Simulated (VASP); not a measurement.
Input of a VASP 6.6.1 run:

INCAR

```
SYSTEM = AlN
PREC     = Accurate       ! precision mode
ENCUT    = 520            ! plane-wave cutoff, eV
EDIFF    = 1E-6           ! SCF threshold, eV
ISMEAR   = -1             ! smearing method
SIGMA    = 0.02           ! smearing width, eV
LREAL    = .FALSE.        ! projectors in reciprocal space
LASPH    = .TRUE.         ! aspherical terms in the spheres
NELM     = 80             ! most SCF steps
ALGO     = Normal         ! electronic algorithm
ISIF     = 2              ! what is computed and relaxed
LWAVE    = .FALSE.        ! write WAVECAR
LCHARG   = .FALSE.        ! write CHGCAR
GGA      = PS             ! functional
NBANDS   = 16             ! bands
```

The input KPOINTS:

```
regular mesh
0
G
  12 12 6
  0 0 0
```

Contents of POSCAR:

```
AlN
1.0
    2.8359915992      0.0000000000      0.0000000000
   -1.4179957996      2.4560407698      0.0000000000
    0.0000000000      0.0000000000      4.8561215159
Al N
2 2
Direct
    0.0000000000      0.0000000000      0.0000000000
    0.0000000000      0.0000000000      0.5000000000
    0.3333333333      0.6666666667      0.2500000000
    0.6666666667      0.3333333333      0.7500000000
```

Potentials or basis: VASP PAW PBE potentials, release 64 (Al, N).

Run with:

```sh
$ cat potpaw_PBE.64/Al/POTCAR potpaw_PBE.64/N/POTCAR > POTCAR
$ mpirun -np 1 vasp_std > vasp.out
```

**Question.** Predict the pressure.

**Answer.** -0.1 GPa.

**Question.** Predict the band gap on the k mesh.

**Answer.** 4.77 eV, indirect (least direct gap 5.08 eV).

Caveat: the PAW data sets were made with another functional, which shifts forces and pressure a little. A k mesh can miss the band edges.
